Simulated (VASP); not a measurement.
Te2Mo:

```
CELL_PARAMETERS angstrom
6.33000 0.00000 0.00000
0.00000 3.46900 0.00000
-0.94679 0.00000 13.82762
ATOMIC_POSITIONS crystal
Te 0.94370 0.75000 0.60450
Te 0.05630 0.25000 0.39550
Te 0.90300 0.25000 0.85140
Te 0.09700 0.75000 0.14860
Te 0.41120 0.75000 0.89550
Te 0.58880 0.25000 0.10450
Te 0.44320 0.25000 0.64840
Te 0.55680 0.75000 0.35160
Mo 0.81670 0.75000 0.99260
Mo 0.18330 0.25000 0.00740
Mo 0.68190 0.25000 0.49340
Mo 0.31810 0.75000 0.50660
```

Base run:

| Property | Result |
| --- | --- |
| Program | VASP 6.6.1 |
| Functional | PBE |
| Potentials or basis | VASP PAW PBE potentials, release 64 (Te, Mo_sv) |
| Cutoff | 520 eV |
| k mesh | 3 × 6 × 2 |
| Occupations | fermi-dirac, width 0.05 eV |
| Spin | no spin polarisation |

Its results: band gap on the k mesh zero (bands 52 and 53 overlap by 0.16 eV); pressure 2.6 GPa; largest force 0.200 eV/Å.

Question: The run is repeated on the same cell with these changes: k mesh from 3 × 6 × 2 to 4 × 8 × 2; dispersion from none to D3(BJ). What comes out?

Answer: Band gap on the k mesh zero (bands 52 and 53 overlap by 0.19 eV); pressure -0.8 GPa; largest force 0.166 eV/Å.

Several settings changed at once.

Caveats: spin-orbit coupling is left out, which moves the levels of the heavy elements.
